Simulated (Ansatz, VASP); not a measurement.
## Pb: VASP beside Ansatz

The input INCAR:

```
  PREC = Accurate
  ENCUT = 520
  EDIFF = 1E-6
  ISMEAR = 0
  SIGMA = 0.15
  LREAL = F
  LASPH = T
  NELM = 60
  ALGO = Fast
  ISIF = 2
  LWAVE = F
  LCHARG = F
  GGA = PE
  IVDW = 12
  NBANDS = 21
```

Contents of KPOINTS:

```
regular mesh
0
Gamma
  18 18 10
```

The input POSCAR:

```
Pb
1.0
    3.3711786544      0.0000000000      0.0000000000
   -1.6855893272      2.9195263554      0.0000000000
    0.0000000000      0.0000000000      5.9567165035
Pb
2
Direct
    0.3333333333      0.6666666667      0.2500000000
    0.6666666667      0.3333333333      0.7500000000
```

Input for Ansatz:

```yaml
crystal:
  lattice:
    - [3.3711786544, 0.0, 0.0]
    - [-1.6855893272, 2.9195263554, 0.0]
    - [0.0, 0.0, 5.9567165035]
  atoms:
    - { symbol: Pb, position: [0.3333333333, 0.6666666667, 0.25] }
    - { symbol: Pb, position: [0.6666666667, 0.3333333333, 0.75] }
basis:
  ecutwfc: 420
kpoints:
  mp_grid: { grid: [18, 18, 10] }
hamiltonian:
  xc: pbe
  dispersion: d3bj
scf:
  occupations: { method: gaussian, width: 0.15 }
output:
  forces: true
  stress: true
  eigenvalues: true
```

Alike in both runs: task single point; functional PBE; dispersion D3(BJ); k mesh 18 × 18 × 10; occupations gaussian, width 0.15 eV; no spin polarisation.

|  | VASP | Ansatz |
| --- | --- | --- |
| version | VASP 6.6.1 | Ansatz 0.2.0 |
| potentials or method | VASP PAW PBE potentials, release 64 (Pb_d), cutoff 520 eV | scalar-relativistic, plane waves, PAW |
| valence electrons in the cell | 28 | 28 |

|  | VASP | Ansatz | Ansatz less VASP |
| --- | --- | --- | --- |
| gap on the k mesh at the Fermi level (eV) | none | none | - |
| pressure (GPa) | 1.9 | 1.9 | +0.03 |
| traceless stress, the component that is largest in VASP (GPa) | -2.62 | -2.63 | -0.006 |

A gap of «none» marks a metal or a gap that the smearing closes.

Spin-orbit coupling is off throughout.
